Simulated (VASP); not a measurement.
# KBr (Fm-3m) in VASP: further runs

Aim: see how the results for KBr move with the level of theory and the settings. Levels: LDA, HF, PBE-based screened hybrid with 25 % exact exchange. Tasks: relaxation of cell and atoms, single point.

All numbers are computed with VASP 6.6.1; they aren't measurements. Logs are shortened: lines on timing, memory, paths and dates and some standing lists are left out, and cuts for length are marked.

## Step 1: The cell of the first run

The structure is cubic, space group Fm-3m (No. 225). The conventional cell has a = 6.488 Å, b = 6.488 Å, c = 6.488 Å, α = 90.00°, β = 90.00°, γ = 90.00°. Within 4.3 Å of Br (site symmetry m-3m) lie 6 K at 3.24 Å. Within 4.3 Å of K (site symmetry m-3m) lie 6 Br at 3.24 Å.

## Step 2: Relaxation of cell and atoms, LDA, non-collinear spin, zero start, spin-orbit coupling (34.14 Å³/atom)

Contents of POSCAR:

```
KBr
1.0
    0.0000000000      3.2440569892      3.2440569892
    3.2440569892      0.0000000000      3.2440569892
    3.2440569892      3.2440569892      0.0000000000
Br K
1 1
Direct
    0.5000000000      0.5000000000      0.5000000000
    0.0000000000      0.0000000000      0.0000000000
```

Contents of INCAR.step1:

```
SYSTEM = KBr
GGA      = CA             ! functional
LSORBIT  = .TRUE.         ! spin-orbit coupling
MAGMOM   = 0 0 0 0 0 0    ! initial moments
LORBIT   = 11             ! projections on sites
ISMEAR   = 0              ! smearing method
SIGMA    = 0.03           ! smearing width, eV
LWAVE    = .FALSE.        ! write WAVECAR
LCHARG   = .FALSE.        ! write CHGCAR
NSW      = 80             ! ionic steps
PREC     = Accurate       ! precision mode
LASPH    = .TRUE.         ! aspherical terms in the spheres
LREAL    = .FALSE.        ! projectors in reciprocal space
ALGO     = Normal         ! electronic algorithm
EDIFF    = 1E-7           ! SCF threshold, eV
NELM     = 200            ! most SCF steps
GGA_COMPAT= .FALSE.      
IBRION   = 2              ! ionic algorithm
ISIF     = 3              ! what is computed and relaxed
EDIFFG   = -0.002         ! ionic threshold
NELMIN   = 4            
ENCUT    = 690            ! plane-wave cutoff, eV
EFERMI   = MIDGAP       
KPAR     = 4            
POTIM    = 0.5            ! step
```

Contents of INCAR.step4:

```
SYSTEM = KBr
GGA      = CA             ! functional
LSORBIT  = .TRUE.         ! spin-orbit coupling
MAGMOM   = 0 0 0 0 0 0    ! initial moments
LORBIT   = 11             ! projections on sites
ISMEAR   = 0              ! smearing method
SIGMA    = 0.03           ! smearing width, eV
LWAVE    = .FALSE.        ! write WAVECAR
LCHARG   = .FALSE.        ! write CHGCAR
PREC     = Accurate       ! precision mode
LASPH    = .TRUE.         ! aspherical terms in the spheres
LREAL    = .FALSE.        ! projectors in reciprocal space
ALGO     = Normal         ! electronic algorithm
EDIFF    = 1E-7           ! SCF threshold, eV
NELM     = 200            ! most SCF steps
GGA_COMPAT= .FALSE.      
ISIF     = 2              ! what is computed and relaxed
ENCUT    = 690            ! plane-wave cutoff, eV
EFERMI   = MIDGAP       
KPAR     = 4
```

Contents of KPOINTS:

```
Automatic mesh
0
Gamma
  7 7 7
  0 0 0
```

Potentials or basis: VASP PAW LDA potentials, release 64 (Br, K_sv).

Run with:

```
> cat potpaw_LDA.64/Br/POTCAR potpaw_LDA.64/K_sv/POTCAR > POTCAR
> cp INCAR.step1 INCAR
> cp POSCAR.step1 POSCAR
> mpirun -np 4 vasp_ncl > vasp.out
> cp CONTCAR POSCAR
> mpirun -np 4 vasp_ncl > vasp.out
> cp CONTCAR POSCAR
> mpirun -np 4 vasp_ncl > vasp.out
> cp CONTCAR POSCAR
> cp INCAR.step4 INCAR
> mpirun -np 4 vasp_ncl > vasp.out
```

OUTCAR:

```text
SYSTEM = KBr
   GGA = CA
   LSORBIT = .TRUE.
   LORBIT = 11
   ISMEAR = 0
   PREC = Accurate
   LASPH = .TRUE.
   LREAL = .FALSE.
   EDIFF = 1E-7
   NELM = 200
   ISIF = 2
   ENCUT = 690
   EFERMI = MIDGAP

 ion  position               nearest neighbor table
   1  0.500  0.500  0.500-   2 3.19   2 3.19   2 3.19   2 3.19   2 3.19   2 3.19
   2  0.000  0.000  0.000-   1 3.19   1 3.19   1 3.19   1 3.19   1 3.19   1 3.19

  LATTYP: Found a face centered cubic cell.
 ALAT       =     6.3829197999

  Lattice vectors:

 A1 = (   0.0000000000,   3.1914599000,   3.1914599000)
 A2 = (   3.1914599000,   0.0000000000,   3.1914599000)
 A3 = (   3.1914599000,   3.1914599000,   0.0000000000)

Analysis of symmetry for initial positions (statically):
=====================================================================
 Subroutine PRICEL returns:
 Original cell was already a primitive cell.

 Routine SETGRP: Setting up the symmetry group for a
 face centered cubic supercell.

 Subroutine GETGRP returns: Found 48 space group operations
 (whereof 48 operations were pure point group operations)
 out of a pool of 48 trial point group operations.

The static configuration has the point symmetry O_h .

Analysis of symmetry for dynamics (positions and initial velocities):
=====================================================================
 Subroutine PRICEL returns:
 Original cell was already a primitive cell.

 Routine SETGRP: Setting up the symmetry group for a
 face centered cubic supercell.

 Subroutine GETGRP returns: Found 48 space group operations
 (whereof 48 operations were pure point group operations)
 out of a pool of 48 trial point group operations.

The dynamic configuration has the point symmetry O_h .

Analysis of structural, dynamic, and magnetic symmetry:
=====================================================================
 Subroutine PRICEL returns:
 Original cell was already a primitive cell.

 Routine SETGRP: Setting up the symmetry group for a
 face centered cubic supercell.

 Subroutine GETGRP returns: Found 48 space group operations
 (whereof 48 operations were pure point group operations)
 out of a pool of 48 trial point group operations.

The overall configuration has the point symmetry O_h .

 Subroutine INISYM returns: Found 48 space group operations
 (whereof 48 operations are pure point group operations),
 and found     1 'primitive' translations

----------------------------------------------------------------------------------------

                                     Primitive cell

  volume of cell :      65.0127

  direct lattice vectors                    reciprocal lattice vectors
     0.000000000  3.191459900  3.191459900    -0.156668113  0.156668113  0.156668113
     3.191459900  0.000000000  3.191459900     0.156668113 -0.156668113  0.156668113
     3.191459900  3.191459900  0.000000000     0.156668113  0.156668113 -0.156668113

  length of vectors
     4.513405874  4.513405874  4.513405874     0.271357132  0.271357132  0.271357132

  position of ions in fractional coordinates (direct lattice)
     0.500000000  0.500000000  0.500000000
     0.000000000  0.000000000  0.000000000

  ion indices of the primitive-cell ions
   primitive index   ion index
                 1           1
                 2           2

----------------------------------------------------------------------------------------

 KPOINTS: Automatic mesh

Automatic generation of k-mesh.
 Grid dimensions read from file:
 generate k-points for:    7    7    7

 Generating k-lattice:

  Cartesian coordinates                     Fractional coordinates (reciprocal lattice)
    -0.022381159  0.022381159  0.022381159     0.142857143  0.000000000  0.000000000
     0.022381159 -0.022381159  0.022381159     0.000000000  0.142857143  0.000000000
     0.022381159  0.022381159 -0.022381159     0.000000000  0.000000000  0.142857143

  Length of vectors
     0.038765305  0.038765305  0.038765305

  Shift w.r.t. Gamma in fractional coordinates (k-lattice)
     0.000000000  0.000000000  0.000000000

 Subroutine IBZKPT returns following result:
[... 57 lines left out ...]
   NELECT =      16.0000    total number of electrons
   NUPDOWN=      -1.0000    fix difference up-down
   EMIN   =  10.00;   EMAX   =-10.00  energy-range for DOS
   EFERMI =   0.00;   METHOD = MIDGAP
   ISMEAR =     0;   SIGMA  =   0.03  broadening in eV -4-tet -1-fermi 0-gaus
   EFERMI_NEDOS =   21; number of points for ismear=-14 and -15
   IALGO  =     38    algorithm
   IMIX   =      4    mixing-type and parameters
     AMIX     =   0.40;   BMIX     =  1.00
     AMIX_MAG =   1.60;   BMIX_MAG =  1.00
  volume/ion in A,a.u.               =      32.51       219.36
  Fermi-wavevector in a.u.,A,eV,Ry     =   1.025925  1.938716 14.320421  1.052521
  Thomas-Fermi vector in A             =   2.159790
   LORBIT       =     11    0 simple, 1 ext, 2 COOP (PROOUT), +10 PAW based schemes
   GGA     = CA    functional components
   LHFCALC =     F    Hartree Fock is set to
   AEXX    =    0.0000 exact exchange contribution
   IVDW    =     0    specifies the selected vdW correction
   LEPSILON=     F    determine dielectric tensor
   LRPA    =     F    only Hartree local field effects (RPA)

   CSHIFT  =0.1000    complex shift for real part using Kramers Kronig

   OMEGAMAX=  -1.0    maximum frequency
 Gauss-broadening in eV      SIGMA  =   0.03
  energy-cutoff  :      690.00
  volume of cell :       65.01
 maximum number of plane-waves:      5396
   NGX = 19   NGY = 19   NGZ = 19

 number of electron      15.9999999 magnetization       0.0000000      0.0000000      0.0000000

 number of electron      15.9999999 magnetization      -0.0000000     -0.0000000     -0.0000000

 number of electron      15.9999999 magnetization      -0.0000000     -0.0000000      0.0000000

 number of electron      15.9999999 magnetization       0.0000000      0.0000000     -0.0000000

 Free energy of the ion-electron system (eV)
  ---------------------------------------------------
  ext. energy  EPLUGINS =         0.00000000
  ---------------------------------------------------
  free energy    TOTEN  =        -6.86619379 eV

  energy without entropy =       -6.86619379  energy(sigma->0) =       -6.86619379

 E-fermi :   0.7695     XC(G=0):  -8.2949

 val. band max:       -1.3036379124   @ k =   0.0000   0.0000   0.0000
 cond. band min:       2.8427360664   @ k =   0.0000   0.0000   0.0000
 fundamental gap:      4.1463739788
 Fermi energy:         0.7695490770

 k-point     1 :       0.0000    0.0000    0.0000
  band No.  band energies     occupation
      1     -28.6893      1.00000
      2     -28.6893      1.00000
      3     -13.9302      1.00000
      4     -13.9302      1.00000
      5     -12.5938      1.00000
      6     -12.5938      1.00000
[... 529 lines left out ...]
     23       7.7062      0.00000
     24       7.7062      0.00000

------------------------ aborting loop because EDIFF is reached ----------------------------------------

  FORCE on cell =-STRESS in cart. coord.  units (eV):
  Direction    XX          YY          ZZ          XY          YZ          ZX
  --------------------------------------------------------------------------------------
  -------------------------------------------------------------------------------------
  Total        0.0005182      0.0005182      0.0005182     -0.0000000     -0.0000000     -0.0000000
  in kB        0.0127694      0.0127694      0.0127694     -0.0000000     -0.0000000     -0.0000000
  external PRESSURE =       0.0127694 kB  Pullay stress =       0.0000000 kB

 VOLUME and BASIS-vectors are now :
 -----------------------------------------------------------------------------
  energy-cutoff  :      690.00
  volume of cell :       65.01
      direct lattice vectors                 reciprocal lattice vectors
     0.000000000  3.191459900  3.191459900    -0.156668113  0.156668113  0.156668113
     3.191459900  0.000000000  3.191459900     0.156668113 -0.156668113  0.156668113
     3.191459900  3.191459900  0.000000000     0.156668113  0.156668113 -0.156668113

 POSITION                                       TOTAL-FORCE (eV/Angst)
 -----------------------------------------------------------------------------------
      3.19146      3.19146      3.19146         0.000000      0.000000      0.000000
      0.00000      0.00000      0.00000        -0.000000     -0.000000     -0.000000
 -----------------------------------------------------------------------------------
    total drift:                                0.000000     -0.000000     -0.000000

  FREE ENERGIE OF THE ION-ELECTRON SYSTEM (eV)
  ---------------------------------------------------
  free  energy   TOTEN  =        -6.8661937867 eV

  energy  without entropy=       -6.8661937867  energy(sigma->0) =       -6.86619379

 Spin-Orbit-Coupling matrix elements

 Ion:    1  E_soc:     -0.0541941
 l=   1
     0.0000000    -0.0090320    -0.0090320
    -0.0090320     0.0000000    -0.0090320
    -0.0090320    -0.0090320     0.0000000
 l=   2
     0.0000000    -0.0000001     0.0000000    -0.0000001    -0.0000002
    -0.0000001     0.0000000    -0.0000002    -0.0000001    -0.0000001
     0.0000000    -0.0000002     0.0000000    -0.0000002     0.0000000
    -0.0000001    -0.0000001    -0.0000002     0.0000000    -0.0000001
    -0.0000002    -0.0000001     0.0000000    -0.0000001     0.0000000
 l=   3
     0.0000000     0.0000000     0.0000000     0.0000000     0.0000000     0.0000000     0.0000000
     0.0000000     0.0000000     0.0000000     0.0000000     0.0000000     0.0000000     0.0000000
     0.0000000     0.0000000     0.0000000     0.0000000     0.0000000     0.0000000     0.0000000
     0.0000000     0.0000000     0.0000000     0.0000000     0.0000000     0.0000000     0.0000000
     0.0000000     0.0000000     0.0000000     0.0000000     0.0000000     0.0000000     0.0000000
     0.0000000     0.0000000     0.0000000     0.0000000     0.0000000     0.0000000     0.0000000
     0.0000000     0.0000000     0.0000000     0.0000000     0.0000000     0.0000000     0.0000000

 Ion:    2  E_soc:     -0.0089026
 l=   1
     0.0000000    -0.0014822    -0.0014822
    -0.0014822     0.0000000    -0.0014822
    -0.0014822    -0.0014822     0.0000000
 l=   2
     0.0000000     0.0000002     0.0000000     0.0000002    -0.0000017
     0.0000002     0.0000000    -0.0000013     0.0000002    -0.0000004
     0.0000000    -0.0000013     0.0000000    -0.0000013     0.0000000
     0.0000002     0.0000002    -0.0000013     0.0000000    -0.0000004
    -0.0000017    -0.0000004     0.0000000    -0.0000004     0.0000000
 l=   3
     0.0000000     0.0000000     0.0000000     0.0000000     0.0000000     0.0000000     0.0000000
     0.0000000     0.0000000     0.0000000     0.0000000     0.0000000     0.0000000     0.0000000
     0.0000000     0.0000000     0.0000000     0.0000000     0.0000000     0.0000000     0.0000000
     0.0000000     0.0000000     0.0000000     0.0000000     0.0000000     0.0000000     0.0000000
     0.0000000     0.0000000     0.0000000     0.0000000     0.0000000     0.0000000     0.0000000
     0.0000000     0.0000000     0.0000000     0.0000000     0.0000000     0.0000000     0.0000000
     0.0000000     0.0000000     0.0000000     0.0000000     0.0000000     0.0000000     0.0000000

 total charge

# of ion       s       p       d       tot
------------------------------------------
    1        1.601   3.294   0.002   4.896
    2        1.959   5.567   0.034   7.560
--------------------------------------------------
tot          3.560   8.861   0.035  12.456

 magnetization (x)

# of ion       s       p       d       tot
------------------------------------------
    1       -0.000  -0.000   0.000  -0.000
    2       -0.000   0.000  -0.000  -0.000
--------------------------------------------------
tot         -0.000  -0.000  -0.000  -0.000

 magnetization (y)

# of ion       s       p       d       tot
------------------------------------------
    1       -0.000  -0.000  -0.000  -0.000
    2        0.000   0.000   0.000   0.000
--------------------------------------------------
tot         -0.000  -0.000  -0.000  -0.000

 magnetization (z)

# of ion       s       p       d       tot
------------------------------------------
    1        0.000  -0.000  -0.000   0.000
    2        0.000   0.000   0.000   0.000
--------------------------------------------------
tot          0.000  -0.000   0.000   0.000
```

Run time: 1.7 min. Hardware: 4 MPI ranks of AMD EPYC 9R45 (Zen 5), shared host; peak memory 0.48 GiB.

What came out:

```
Free energy                                           : -6.8662 eV
Relaxed volume                                        : 32.51 Å³/atom
Relaxed cell                                          : a = 4.513 Å, b = 4.513 Å, c = 4.513 Å, α = 60.00°, β = 60.00°, γ = 60.00°
Space group after relaxing (to 0.1 Å)                 : Fm-3m (No. 225)
Energy gained by relaxing                             : 4.6 meV/atom
Ionic steps                                           : 6
Pressure after relaxing                               : 0.0 GPa
Net moment                                            : 0.00 μB per cell
Valence electrons inside the program's atomic spheres : Br 4.90; K 7.56
```

Step by step:
| step | energy change (eV) | largest force (eV/Å) | pressure (GPa) | volume (Å³) |
| --- | --- | --- | --- | --- |
| 1 | 0.0000 | 0.0000 | -0.88 | 68.28 |
| 2 | -0.0075 | 0.0000 | -0.42 | 66.45 |
| 3 | -0.0094 | 0.0000 | -0.02 | 65.08 |
| 4 | -0.0094 | 0.0000 | 0.00 | 65.01 |
| 5 | -0.0092 | 0.0000 | 0.00 | 65.01 |
| 6 | -0.0092 | 0.0000 | 0.00 | 65.01 |

Final structure:
```
CELL_PARAMETERS angstrom
0.00000 3.19146 3.19146
3.19146 0.00000 3.19146
3.19146 3.19146 0.00000
ATOMIC_POSITIONS crystal
Br 0.50000 0.50000 0.50000
K 0.00000 0.00000 0.00000
```

Moments on the atoms (μB; x, y, z):
```
Br  0.00 0.00 0.00
K   0.00 0.00 0.00
```

LDA usually gives volumes a few per cent too small. Zero-point motion and thermal expansion aren't in these numbers.

(Continued in part 2 of 2.)
